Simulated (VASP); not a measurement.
A run of VASP 6.6.1:

The input INCAR:

```
ALGO     = Normal         # electronic algorithm
EDIFF    = 1E-7           # SCF threshold, eV
ENCUT    = 520            # plane-wave cutoff, eV
GGA      = PE             # functional
ISIF     = 2              # what is computed and relaxed
ISMEAR   = 0              # smearing method
LASPH    = True           # aspherical terms in the spheres
LCHARG   = False          # write CHGCAR
LREAL    = False          # projectors in reciprocal space
LWAVE    = False          # write WAVECAR
NBANDS   = 13             # bands
NELM     = 100            # most SCF steps
PREC     = Accurate       # precision mode
SIGMA    = 0.1            # smearing width, eV
```

File KPOINTS:

```
k-points
0
Gamma
  4 4 6
```

POSCAR

```
MgH2
1.0
    4.5132730145      0.0000000000      0.0000000000
    0.0000000000      4.5132730145      0.0000000000
    0.0000000000      0.0000000000      3.0146103549
Mg H
2 4
Direct
    0.5000000000      0.0000000000      0.4999954739
    0.0000000000      0.5000000000     -0.0000045261
    0.6956098827      0.1956133030      1.0000022630
    0.8043866970      0.6956098827      0.5000022630
    0.3043901173      0.8043866970      1.0000022630
    0.1956133030      0.3043901173      0.5000022630
```

Potentials or basis: VASP PAW PBE potentials, release 64 (Mg, H).

The run is started by

```bash
$ cat potpaw_PBE.64/Mg/POTCAR potpaw_PBE.64/H/POTCAR > POTCAR
$ mpirun -np 1 vasp_std > vasp.out
```

Hardware: 1 thread of Intel(R) Xeon(R) 6975P-C (Granite Rapids), with other jobs on the host.

Task: How long does it take, and how much memory?

Result: Wall time 8.1 s on 1 thread of Intel(R) Xeon(R) 6975P-C (Granite Rapids), with other jobs on the host, peak memory 0.17 GiB. Counts: scf iterations 12, k points 24.
